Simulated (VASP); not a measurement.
A run of VASP 6.6.1 is set up as follows.

The input INCAR:

```
PREC = Accurate ; ENCUT = 520
EDIFF = 1E-7 ; ISMEAR = 0
SIGMA = 0.02 ; LREAL = Auto
LASPH = T ; NELM = 100
ALGO = Normal ; ISIF = 2
LWAVE = F ; LCHARG = F
GGA = PE ; NBANDS = 141
```

Contents of KPOINTS:

```
regular mesh
0
Gamma
  2 2 2
```

Contents of POSCAR:

```
Si
1.0
    0.0000000000      8.2051404892     -8.2051404892
    8.2051404892      8.2051404892      0.0000000000
    8.2051404892      0.0000000000     -8.2051404892
Si
54
Direct
    0.5833333333      0.2500000000      0.5833333333
    0.5833333333      0.5833333333      0.5833333333
    0.5833333333      0.9166666667      0.5833333333
    0.2500000000      0.2500000000      0.5833333333
    0.2500000000      0.5833333333      0.5833333333
    0.2500000000      0.9166666667      0.5833333333
    0.9166666667      0.2500000000      0.5833333333
    0.9166666667      0.5833333333      0.5833333333
    0.9166666667      0.9166666667      0.5833333333
    0.5833333333      0.2500000000      0.2500000000
    0.5833333333      0.5833333333      0.2500000000
    0.5833333333      0.9166666667      0.2500000000
    0.2500000000      0.2500000000      0.2500000000
    0.2500000000      0.5833333333      0.2500000000
    0.2500000000      0.9166666667      0.2500000000
    0.9166666667      0.2500000000      0.2500000000
    0.9166666667      0.5833333333      0.2500000000
    0.9166666667      0.9166666667      0.2500000000
    0.5833333333      0.2500000000      0.9166666667
    0.5833333333      0.5833333333      0.9166666667
    0.5833333333      0.9166666667      0.9166666667
    0.2500000000      0.2500000000      0.9166666667
    0.2500000000      0.5833333333      0.9166666667
    0.2500000000      0.9166666667      0.9166666667
    0.9166666667      0.2500000000      0.9166666667
    0.9166666667      0.5833333333      0.9166666667
    0.9166666667      0.9166666667      0.9166666667
    0.6666666667      0.3333333333      0.6666666667
    0.6666666667      0.6666666667      0.6666666667
    0.6666666667      0.0000000000      0.6666666667
    0.3333333333      0.3333333333      0.6666666667
    0.3333333333      0.6666666667      0.6666666667
    0.3333333333      1.0000000000      0.6666666667
    1.0000000000      0.3333333333      0.6666666667
    1.0000000000      0.6666666667      0.6666666667
    1.0000000000      0.0000000000      0.6666666667
    0.6666666667      0.3333333333      0.3333333333
    0.6666666667      0.6666666667      0.3333333333
    0.6666666667      1.0000000000      0.3333333333
    0.3333333333      0.3333333333      0.3333333333
    0.3333333333      0.6666666667      0.3333333333
    0.3333333333      0.0000000000      0.3333333333
    1.0000000000      0.3333333333      0.3333333333
    1.0000000000      0.6666666667      0.3333333333
    1.0000000000      0.0000000000      0.3333333333
    0.6666666667      0.3333333333      1.0000000000
    0.6666666667      0.6666666667      1.0000000000
    0.6666666667      0.0000000000      1.0000000000
    0.3333333333      0.3333333333      1.0000000000
    0.3333333333      0.6666666667      1.0000000000
    0.3333333333      0.0000000000      1.0000000000
    1.0000000000      0.3333333333      1.0000000000
    1.0000000000      0.6666666667      1.0000000000
    1.0000000000      0.0000000000      1.0000000000
```

Potentials or basis: VASP PAW PBE potentials, release 64 (Si).

Run with:

```console
$ cat potpaw_PBE.64/Si/POTCAR > POTCAR
$ mpirun -np 1 vasp_std > vasp.out
```

(1) What does it give for the band gap on the k mesh?

(2) Predict the pressure.

Answers

(1) 0.75 eV.

(2) 0.0 GPa.
